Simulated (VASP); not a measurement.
Set up this calculation in VASP 6.6.1, as the native input.

```
Task                   : single point
Functional             : PBE
Potentials or basis    : VASP PAW PBE potentials, release 64 (Si, Ti_sv)
Cutoff                 : 520 eV
k mesh                 : 2 × 2 × 2
Occupations            : fermi-dirac, width 0.05 eV
Spin                   : no spin polarisation
Dipole correction      : no
Further INCAR settings : LREAL = Auto; ALGO = Normal; EDIFF = 1e-06; NBANDS = 52
```

The structure of TiSi16 (a cell with a defect) lies in POSCAR:

```
TiSi16
1.0
    0.0000000000      5.4300000000      5.4300000000
    5.4300000000      0.0000000000      5.4300000000
    5.4300000000      5.4300000000      0.0000000000
Si Ti
16 1
Direct
   -0.0460036832     -0.0731123389      0.0611602210
    0.0892357274      0.1058655617      0.1133609576
    0.0138397790     -0.0452394107      0.5013535912
    0.1334806630      0.0514364641      0.6591896869
   -0.0277071823      0.4756445672     -0.0140607735
    0.1210589319      0.5477624309      0.1298434622
    0.0355985267      0.4292449355      0.4939410681
    0.1167771639      0.5935727440      0.6150644567
    0.4338397790     -0.0501381215     -0.0235819521
    0.5555340700      0.0455156538      0.1679650092
    0.4687476980     -0.0947882136      0.5184162063
    0.6206353591      0.0458655617      0.5888305709
    0.4794198895      0.4124585635     -0.0045580110
    0.5756353591      0.5695395948      0.1282872928
    0.4771731123      0.4267127072      0.4943738490
    0.6238766114      0.5403406998      0.6010773481
    0.7563720074      0.1631675875      0.7504419890
```

The input as run:

INCAR

```
SYSTEM = TiSi16
  PREC = Accurate
  ENCUT = 520
  EDIFF = 1E-6
  ISMEAR = -1
  SIGMA = 0.05
  LREAL = Auto
  LASPH = .TRUE.
  NELM = 80
  ALGO = Normal
  ISIF = 2
  LWAVE = .FALSE.
  LCHARG = .TRUE.
  GGA = PE
  LELF = .TRUE.
  LVHAR = .TRUE.
  NBANDS = 52
```

KPOINTS

```
Automatic mesh
0
G
  2 2 2
  0 0 0
```

Potentials or basis: VASP PAW PBE potentials, release 64 (Si, Ti_sv).

Launch:

```sh
$ cat potpaw_PBE.64/Si/POTCAR potpaw_PBE.64/Ti_sv/POTCAR > POTCAR
$ mpirun -np 1 vasp_std > vasp.out
```

It gave:

```json
{
  "Pressure": "3.8 GPa",
  "Largest force": "2.567 eV/Å",
  "Band gap on the k mesh": "zero (band 38 reaches 6.94 eV, above the bottom of band 39 at 6.58 eV)"
}
```

Caveat: the k points lie up to 0.50 Å⁻¹ apart.

Wall time 4.5 min on 1 thread of Intel(R) Xeon(R) Platinum 8259CL CPU @ 2.50GHz (Skylake/Cascade Lake) (shared host), peak memory 0.5 GiB.
